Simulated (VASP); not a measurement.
A run of VASP 6.6.1:

INCAR

```
PREC = Accurate
ENCUT = 520
EDIFF = 1E-7
ISMEAR = -1
SIGMA = 0.06122561905347299
LREAL = False
LASPH = True
NELM = 100
ALGO = Normal
ISIF = 2
LWAVE = False
LCHARG = False
GGA = PE
NBANDS = 21
```

The input KPOINTS:

```
Automatic mesh
0
Gamma
  17 17 17
```

File POSCAR:

```
Ru
1.0
    0.0000000000      2.7099272866      2.7099272866
    2.7099272866      0.0000000000      2.7099272866
    2.7099272866      2.7099272866      0.0000000000
Ru
2
Direct
    0.0000000000      0.0000000000      0.0000000000
    0.2500000000      0.2500000000      0.2500000000
```

Potentials or basis: VASP PAW PBE potentials, release 64 (Ru_pv).

Command:

```bash
$ cat potpaw_PBE.64/Ru_pv/POTCAR > POTCAR
$ mpirun -np 1 vasp_std > vasp.out
```

Hardware: 1 thread of Intel(R) Xeon(R) Platinum 8375C CPU @ 2.90GHz (Ice Lake), on a shared host.

Q: How long does it take, and how much memory?

A: It took 120 s on 1 thread of Intel(R) Xeon(R) Platinum 8375C CPU @ 2.90GHz (Ice Lake) (shared host), peak memory 0.24 GiB. Counts: scf iterations 14, k points 165.
